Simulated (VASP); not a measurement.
## Ti: single point with LDA

Crystal: Ti.

```xyz
1
Lattice="-1.6656 1.6656 1.5918 1.6656 -1.6656 1.5918 1.6656 1.6656 -1.5918" Properties=species:S:1:pos:R:3 pbc="T T T"
Ti    0.0000    0.0000    0.0000
```

This cell differs from its parent crystal: strain +0.015 along x and y, -0.030 along z.

```json
{"Program": "VASP 6.6.1", "Task": "single point", "Functional": "LDA", "Potentials or basis": "VASP PAW LDA potentials, release 64 (Ti_sv)", "Cutoff": "520 eV", "k mesh": "20 × 20 × 20", "Occupations": "gaussian, width 0.15 eV", "Spin": "no spin polarisation"}
```

```json
{
  "Pressure": "-10.8 GPa",
  "Band gap on the k mesh": "zero (band 6 reaches 8.60 eV, above the bottom of band 7 at 7.06 eV)"
}
```

Stress tensor (GPa, compression positive):
```
-10.32   0.00   0.00
  0.00 -10.32   0.00
  0.00   0.00 -11.63
```

Levels at points of the mesh, in eV from the Fermi level:
| k point | band 2 | band 3 | band 4 | band 5 | band 6 | band 7 | band 8 | band 9 | band 10 | band 11 |
| --- | --- | --- | --- | --- | --- | --- | --- | --- | --- | --- |
| (0.00, 0.00, 0.00) | -32.12 | -32.12 | -32.12 | -5.84 | 0.72 | 1.04 | 1.04 | 2.46 | 2.84 | 17.11 |
| (0.50, 0.00, 0.00) | -32.77 | -32.33 | -32.13 | -2.41 | -0.54 | 1.30 | 2.68 | 3.13 | 4.17 | 8.71 |
| (0.50, 0.50, 0.00) | -32.78 | -32.31 | -32.11 | -2.42 | -0.16 | 0.99 | 2.39 | 2.88 | 4.12 | 8.37 |
| (0.50, 0.50, 0.50) | -32.59 | -32.59 | -32.53 | -2.11 | -2.00 | 3.79 | 3.79 | 3.88 | 7.84 | 7.84 |

Run time: 5.6 min on 1 thread of Intel(R) Xeon(R) Platinum 8259CL CPU @ 2.50GHz (Skylake/Cascade Lake) (shared host), peak memory 0.24 GiB.

Caveat: the cell differs from its parent crystal (strain +0.015 along x and y, -0.030 along z).
